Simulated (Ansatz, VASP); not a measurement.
## Two plane-wave programs on HfB2

File INCAR:

```
  PREC = Accurate
  ENCUT = 600
  EDIFF = 1E-6
  ISMEAR = -1
  SIGMA = 0.15
  LREAL = False
  LASPH = True
  NELM = 100
  ALGO = Normal
  ISIF = 3
  LWAVE = False
  LCHARG = False
  GGA = PS
  IBRION = 2
  NSW = 80
  EDIFFG = -0.001
```

KPOINTS

```
regular mesh
0
Gamma
  15 15 12
```

POSCAR

```
HfB2
1.0
    3.1272667398      0.0000000000      0.0000000000
   -1.5636333699      2.7082924411      0.0000000000
    0.0000000000      0.0000000000      3.4471809898
Hf B
1 2
Direct
    0.0000000000      0.0000000000      0.0000000000
    0.3333333333      0.6666666667      0.5000000000
    0.6666666667      0.3333333333      0.5000000000
```

Input for Ansatz:

```yaml
crystal:
  lattice:
    - [3.1272667398, 0.0, 0.0]
    - [-1.5636333699, 2.7082924411, 0.0]
    - [0.0, 0.0, 3.4471809898]
  atoms:
    - { symbol: Hf, position: [0.0, 0.0, 0.0] }
    - { symbol: B, position: [0.3333333333, 0.6666666667, 0.5] }
    - { symbol: B, position: [0.6666666667, 0.3333333333, 0.5] }
basis:
  ecutwfc: 420
kpoints:
  mp_grid: { grid: [15, 15, 12] }
hamiltonian:
  xc: pbesol
  pseudopotentials: { kind: paw, azcp: { folder: soft_1 } }
scf:
  occupations: { method: fermi_dirac, width: 0.15 }
output:
  forces: true
  stress: true
  eigenvalues: true
relax:
  adjacent_minimum: "off"
  f_tol: 0.001
  max_steps: 60
  cell: { stress_tol: 0.01 }
```

Alike in both runs: task relaxation of cell and atoms; functional PBEsol; k mesh 15 × 15 × 12; occupations fermi-dirac, width 0.15 eV; no spin polarisation.

|  | VASP | Ansatz |
| --- | --- | --- |
| version | VASP 6.6.1 | Ansatz 0.2.0 |
| potentials or method | VASP PAW PBE potentials, release 64 (Hf_pv, B), cutoff 600 eV | scalar-relativistic, plane waves, PAW |
| valence electrons in the cell | 16 | 32 |

```csv
,VASP,Ansatz,Ansatz less VASP
"gap on the k mesh at the Fermi level, each at its own relaxed structure (eV)",none,none,-
relaxed volume (Å³/atom),9.73,9.73,+0.001
relaxed cell length with the largest relative difference (Å),3.448,3.446,-0.0020
```

VASP's potentials were made for PBE, not for PBEsol, and Ansatz warns of the same on its side. A gap of «none» marks a metal or a gap that the smearing closes. VASP's potentials hold 16 valence electrons a cell and Ansatz's 32, so a difference there can come from the potentials and not from the codes.

Neither program's run includes spin-orbit coupling.
